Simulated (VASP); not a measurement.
# MoS2 (R-3m) in VASP: single point with PBE+D3(BJ)

Aim: the single point of MoS2 with PBE+D3(BJ).

Program: VASP 6.6.1. These are calculated values, not measurements. Logs are shortened: lines on timing, memory, paths and dates and some standing lists are left out, and cuts for length are marked.

## 1. The cell of the first run

The structure is trigonal, space group R-3m (No. 166). Conventional cell: a = 3.134 Å, b = 3.134 Å, c = 17.865 Å, α = 90.00°, β = 90.00°, γ = 120.00°. Mo (site symmetry -3m) has 6 S at 2.42 Å and 6 Mo at 3.13 Å within 3.2 Å. S (site symmetry 3m) has 3 Mo at 2.42 Å and 6 S at 3.13 Å within 3.2 Å.

## 2. Single point, PBE+D3(BJ)

File INCAR:

```
ALGO = Normal
EDIFF = 1E-7
ENCUT = 520
GGA = PE
ISIF = 2
ISMEAR = 0
IVDW = 12
LASPH = T
LCHARG = F
LREAL = F
LWAVE = F
NBANDS = 49
NELM = 100
PREC = Accurate
SIGMA = 0.15
```

File KPOINTS:

```
k-points
0
Gamma
  14 14 3
```

File POSCAR:

```
MoS2
1.0
   -1.5671157456     -2.7143240927      0.0000000000
    1.5671157456     -2.7143240927      0.0000000000
    0.0000000000      0.0000000000     17.8649660373
Mo S
3 6
Direct
    1.0000000000      1.0000000000      0.0000000000
    0.3333333333      0.3333333333      0.3333333333
    0.6666666667      0.6666666667      0.6666666667
    1.0000000000      1.0000000000      0.7563704479
    0.3333333333      0.3333333333      0.0897037812
    0.6666666667      0.6666666667      0.4230371146
    1.0000000000      1.0000000000      0.2436295521
    0.3333333333      0.3333333333      0.5769628854
    0.6666666667      0.6666666667      0.9102962188
```

Potentials or basis: VASP PAW PBE potentials, release 64 (Mo_sv, S).

The run is started by

```console
$ cat potpaw_PBE.64/Mo_sv/POTCAR potpaw_PBE.64/S/POTCAR > POTCAR
$ mpirun -np 1 vasp_std > vasp.out
```

OUTCAR:

```text
EDIFF = 1E-7
   ENCUT = 520
   GGA = PE
   ISIF = 2
   ISMEAR = 0
   IVDW = 12
   LASPH = T
   LREAL = F
   NELM = 100
   PREC = Accurate
 IVDW          = 12

 ion  position               nearest neighbor table
   1  0.000  0.000  0.000-   5 2.42   9 2.42   9 2.42   9 2.42   5 2.42   5 2.42
   2  0.333  0.333  0.333-   7 2.42   7 2.42   7 2.42   6 2.42   6 2.42   6 2.42
   3  0.667  0.667  0.667-   4 2.42   4 2.42   4 2.42   8 2.42   8 2.42   8 2.42
   4  0.000  0.000  0.756-   3 2.42   3 2.42   3 2.42
   5  0.333  0.333  0.090-   1 2.42   1 2.42   1 2.42
   6  0.667  0.667  0.423-   2 2.42   2 2.42   2 2.42
   7  0.000  0.000  0.244-   2 2.42   2 2.42   2 2.42
   8  0.333  0.333  0.577-   3 2.42   3 2.42   3 2.42
   9  0.667  0.667  0.910-   1 2.42   1 2.42   1 2.42

  LATTYP: Found a hexagonal cell.
 ALAT       =     3.1342314912
 C/A-ratio  =     5.6999510367

  Lattice vectors:

 A1 = (  -1.5671157456,   2.7143240927,   0.0000000000)
 A2 = (  -1.5671157456,  -2.7143240927,   0.0000000000)
 A3 = (   0.0000000000,   0.0000000000,  17.8649660373)

Analysis of symmetry for initial positions (statically):
=====================================================================
 Subroutine PRICEL returns following result:

  LATTYP: Found a trigonal (rhomboedric) cell.
 ALAT       =     6.2238540451
 COS(alpha) =     0.8732017251

  Lattice vectors:

 A1 = (   1.5671157456,  -0.9047746977,  -5.9549886785)
 A2 = (  -1.5671157456,  -0.9047746972,  -5.9549886803)
 A3 = (   0.0000000000,   1.8095493950,  -5.9549886785)

   3 primitive cells build up your supercell.

 Routine SETGRP: Setting up the symmetry group for a
 hexagonal supercell.

 Subroutine GETGRP returns: Found 12 space group operations
 (whereof 12 operations were pure point group operations)
 out of a pool of 24 trial point group operations.

The static configuration has the point symmetry D_3d.

Analysis of symmetry for dynamics (positions and initial velocities):
=====================================================================
 Subroutine PRICEL returns following result:

  LATTYP: Found a trigonal (rhomboedric) cell.
 ALAT       =     6.2238540451
 COS(alpha) =     0.8732017251

  Lattice vectors:

 A1 = (   1.5671157456,  -0.9047746977,  -5.9549886785)
 A2 = (  -1.5671157456,  -0.9047746972,  -5.9549886803)
 A3 = (   0.0000000000,   1.8095493950,  -5.9549886785)

   3 primitive cells build up your supercell.

 Routine SETGRP: Setting up the symmetry group for a
 hexagonal supercell.

 Subroutine GETGRP returns: Found 12 space group operations
 (whereof 12 operations were pure point group operations)
 out of a pool of 24 trial point group operations.

The dynamic configuration has the point symmetry D_3d.

 Subroutine INISYM returns: Found 12 space group operations
 (whereof 12 operations are pure point group operations),
 and found     3 'primitive' translations

----------------------------------------------------------------------------------------

                                     Primitive cell

  volume of cell :      50.6610

  direct lattice vectors                    reciprocal lattice vectors
     1.567115746 -0.904774698 -5.954988679     0.319057480 -0.184207922 -0.055975477
    -1.567115746 -0.904774697 -5.954988680    -0.319057480 -0.184207922 -0.055975477
     0.000000000  1.809549395 -5.954988679     0.000000000  0.368415844 -0.055975477

  length of vectors
     6.223854045  6.223854047  6.223854045     0.372643915  0.372643915  0.372643916

  position of ions in fractional coordinates (direct lattice)
     0.000000000  0.000000000  0.000000000
     0.243629552  0.243629552  0.243629552
     0.756370448  0.756370448  0.756370448

  ion indices of the primitive-cell ions
   primitive index   ion index
                 1           1
                 2           4
                 3           7

----------------------------------------------------------------------------------------

 KPOINTS: k-points

Automatic generation of k-mesh.
 Grid dimensions read from file:
 generate k-points for:   14   14    3

 Generating k-lattice:

  Cartesian coordinates                     Fractional coordinates (reciprocal lattice)
    -0.022789820 -0.013157709  0.000000000     0.071428571  0.000000000  0.000000000
     0.022789820 -0.013157709  0.000000000     0.000000000  0.071428571  0.000000000
     0.000000000  0.000000000  0.018658492     0.000000000  0.000000000  0.333333333

  Length of vectors
     0.026315417  0.026315417  0.018658492

  Shift w.r.t. Gamma in fractional coordinates (k-lattice)
     0.000000000  0.000000000  0.000000000

 Subroutine IBZKPT returns following result:
 ===========================================

 Found     64 irreducible k-points:

 Following reciprocal coordinates:
            Coordinates               Weight
  0.000000  0.000000  0.000000      1.000000
  0.071429 -0.000000  0.000000      6.000000
  0.142857  0.000000  0.000000      6.000000
  0.214286  0.000000  0.000000      6.000000
  0.285714  0.000000  0.000000      6.000000
  0.357143  0.000000  0.000000      6.000000
[... 16 lines left out ...]
 -0.428571  0.285714  0.000000      6.000000
 -0.357143  0.285714  0.000000      6.000000
 [... further k-points ...]
   k-points           NKPTS =     64   k-points in BZ     NKDIM =     64   number of bands    NBANDS=     49
   number of dos      NEDOS =    301   number of ions     NIONS =      9
   total plane-waves  NPLWV =  80640
   dimension x,y,z NGX =    24 NGY =   24 NGZ =  140
   dimension x,y,z NGXF=    48 NGYF=   48 NGZF=  280
   ions per type =               3   6
   NGX,Y,Z   is equivalent  to a cutoff of  12.73, 12.73, 13.03 a.u.
   NGXF,Y,Z  is equivalent  to a cutoff of  25.46, 25.46, 26.06 a.u.
 SYSTEM =  unknown system
   PREC   = accura    normal or accurate (medium, high low for compatibility)
   ISTART =      0    job   : 0-new  1-cont  2-samecut
   ICHARG =      2    charge: 1-file 2-atom 10-const
   ISPIN  =      1    spin polarized calculation?
   LNONCOLLINEAR =      F non collinear calculations
   LSORBIT =      F    spin-orbit coupling
   LASPH  =      T    aspherical Exc in radial PAW
   ENCUT  =  520.0 eV  38.22 Ry    6.18 a.u.   5.83  5.83 33.22*2*pi/ulx,y,z
   NELM   =    100;   NELMIN=  2; NELMDL= -5     # of ELM steps
   EDIFF  = 0.1E-06   stopping-criterion for ELM
   LREAL  =      F    real-space projection
   EDIFFG = 0.1E-05   stopping-criterion for IOM
   NSW    =      0    number of steps for IOM
   IBRION =     -1    ionic relax: 0-MD 1-quasi-New 2-CG
   NFREE  =      0    steps in history (QN), initial steepest desc. (CG)
   ISIF   =      2    stress and relaxation
   ISYM   =      2    0-nonsym 1-usesym 2-fastsym
   POTIM  = 0.5000    time-step for ionic-motion
   TEBEG  =    0.0;   TEEND  =   0.0 temperature during run
   PSTRESS=    0.0 pullay stress
   NELECT =      78.0000    total number of electrons
   NUPDOWN=      -1.0000    fix difference up-down
   EMIN   =  10.00;   EMAX   =-10.00  energy-range for DOS
   EFERMI =   0.00;   METHOD = LEGACY
   ISMEAR =     0;   SIGMA  =   0.15  broadening in eV -4-tet -1-fermi 0-gaus
   EFERMI_NEDOS =   21; number of points for ismear=-14 and -15
   IALGO  =     38    algorithm
   IMIX   =      4    mixing-type and parameters
     AMIX     =   0.40;   BMIX     =  1.00
     AMIX_MAG =   1.60;   BMIX_MAG =  1.00
  volume/ion in A,a.u.               =      16.89       113.96
  Fermi-wavevector in a.u.,A,eV,Ry     =   1.310714  2.476891 23.374428  1.717972
  Thomas-Fermi vector in A             =   2.441226
   LORBIT       =      0    0 simple, 1 ext, 2 COOP (PROOUT), +10 PAW based schemes
   GGA     = PE    functional components
   LHFCALC =     F    Hartree Fock is set to
   AEXX    =    0.0000 exact exchange contribution
   IVDW    =    12    specifies the selected vdW correction
   LEPSILON=     F    determine dielectric tensor
   LRPA    =     F    only Hartree local field effects (RPA)
 non-spin polarized calculation
 Gauss-broadening in eV      SIGMA  =   0.15
  energy-cutoff  :      520.00
  volume of cell :      151.98
 maximum number of plane-waves:      4116
   NGX = 11   NGY = 11   NGZ = 67

 number of electron      77.9999999 magnetization

 Free energy of the ion-electron system (eV)
  ---------------------------------------------------
  ext. energy  EPLUGINS =         0.00000000
  ---------------------------------------------------
  free energy    TOTEN  =       -62.86037913 eV

  energy without entropy =      -62.83285732  energy(sigma->0) =      -62.84661823

 E-fermi :   8.3843     XC(G=0): -11.2196

 val. band max:        8.3638071624   @ k =   0.0000   0.0000   0.3333
 cond. band min:       8.4243754214   @ k =   0.0000   0.0000   0.3333
 fundamental gap:      0.0605682591
 Fermi energy:         8.3842774572

 k-point     1 :       0.0000    0.0000    0.0000
  band No.  band energies     occupation
      1     -53.2983      2.00000
      2     -53.2983      2.00000
      3     -53.2983      2.00000
      4     -27.3930      2.00000
      5     -27.3930      2.00000
      6     -27.3929      2.00000
[... 41 lines left out ...]
     48      11.7156      0.00000
     49      11.7156      0.00000

 k-point     2 :       0.0714   -0.0000    0.0000
  band No.  band energies     occupation
      1     -53.2961      2.00000
      2     -53.2961      2.00000
      3     -53.2961      2.00000
      4     -27.3887      2.00000
      5     -27.3887      2.00000
      6     -27.3886      2.00000
[... 41 lines left out ...]
     48      11.5046      0.00000
     49      11.5257      0.00000

 k-point     3 :       0.1429    0.0000    0.0000
  band No.  band energies     occupation
      1     -53.2898      2.00000
      2     -53.2898      2.00000
      3     -53.2898      2.00000
      4     -27.3769      2.00000
      5     -27.3769      2.00000
      6     -27.3767      2.00000
[... 41 lines left out ...]
     48      11.1722      0.00000
     49      11.3800      0.00000

 k-point     4 :       0.2143    0.0000    0.0000
  band No.  band energies     occupation
      1     -53.2807      2.00000
      2     -53.2807      2.00000
      3     -53.2807      2.00000
      4     -27.4079      2.00000
      5     -27.4079      2.00000
      6     -27.4079      2.00000
[... 977 lines left out ...]
     48      11.3506      0.00000
     49      12.2636      0.00000

 k-point    23 :      -0.4286    0.2857    0.0000
  band No.  band energies     occupation
      1     -53.2488      2.00000
      2     -53.2488      2.00000
      3     -53.2488      2.00000
      4     -27.5804      2.00000
      5     -27.5804      2.00000
      6     -27.5804      2.00000
[... 41 lines left out ...]
     48      11.3130      0.00000
     49      12.0964      0.00000

 k-point    24 :      -0.3571    0.2857    0.0000
  band No.  band energies     occupation
      1     -53.2474      2.00000
      2     -53.2474      2.00000
      3     -53.2474      2.00000
      4     -27.5660      2.00000
      5     -27.5660      2.00000
      6     -27.5660      2.00000
[... 41 lines left out ...]
     48      11.6909      0.00000
     49      11.8346      0.00000

 [... further k-points ...]

------------------------ aborting loop because EDIFF is reached ----------------------------------------

 Edisp (eV)   -4.04803

 E8    (eV) :    -1.6339

  FORCE on cell =-STRESS in cart. coord.  units (eV):
  Direction    XX          YY          ZZ          XY          YZ          ZX
  --------------------------------------------------------------------------------------
  -------------------------------------------------------------------------------------
  Total      -0.07937    -0.07937    -0.10403     0.00000    -0.00000     0.00000
  in kB      -0.83675    -0.83675    -1.09669     0.00000    -0.00000     0.00000
  external pressure =       -0.92 kB  Pullay stress =        0.00 kB

 VOLUME and BASIS-vectors are now :
 -----------------------------------------------------------------------------
  energy-cutoff  :      520.00
  volume of cell :      151.98
      direct lattice vectors                 reciprocal lattice vectors
    -1.567115746 -2.714324093  0.000000000    -0.319057480 -0.184207922  0.000000000
     1.567115746 -2.714324093  0.000000000     0.319057480 -0.184207922  0.000000000
     0.000000000  0.000000000 17.864966037     0.000000000  0.000000000  0.055975477

 POSITION                                       TOTAL-FORCE (eV/Angst)
 -----------------------------------------------------------------------------------
      0.00000      0.00000      0.00000         0.000000     -0.000000      0.000000
      0.00000     -1.80955      5.95499        -0.000000     -0.000000      0.000000
      0.00000     -3.61910     11.90998         0.000000      0.000000      0.000000
      0.00000      0.00000     13.51253         0.000000     -0.000000     -0.019680
      0.00000     -1.80955      1.60256        -0.000000     -0.000000     -0.019680
      0.00000     -3.61910      7.55754        -0.000000     -0.000000     -0.019680
      0.00000      0.00000      4.35243        -0.000000      0.000000      0.019680
      0.00000     -1.80955     10.30742        -0.000000      0.000000      0.019680
      0.00000     -3.61910     16.26241        -0.000000      0.000000      0.019680
 -----------------------------------------------------------------------------------
    total drift:                               -0.000000      0.000000      0.000000

  FREE ENERGIE OF THE ION-ELECTRON SYSTEM (eV)
  ---------------------------------------------------
  free  energy   TOTEN  =       -66.9084086364 eV

  energy  without entropy=      -66.8808868259  energy(sigma->0) =      -66.89464773
```

It took 9.3 min on 1 thread of Intel Xeon 6975P-C, shared host; peak memory 0.5 GiB.

What came out:

| Quantity | Value |
| --- | --- |
| Free energy | -66.9084 eV |
| Pressure | -0.1 GPa |
| Largest force | 0.020 eV/Å |
| Band gap on the k mesh | zero (band 39 reaches 8.69 eV, above the bottom of band 40 at 8.22 eV) |
| Dispersion energy per atom | -0.450 eV |

Forces on the atoms (eV/Å):
```
Mo   0.000  0.000  0.000
Mo   0.000  0.000  0.000
Mo   0.000  0.000  0.000
S    0.000  0.000 -0.020
S    0.000  0.000 -0.020
S    0.000  0.000 -0.020
S    0.000  0.000  0.020
S    0.000  0.000  0.020
S    0.000  0.000  0.020
```

Caveat: pairwise dispersion overbinds metals, which lowers pressure and volume.
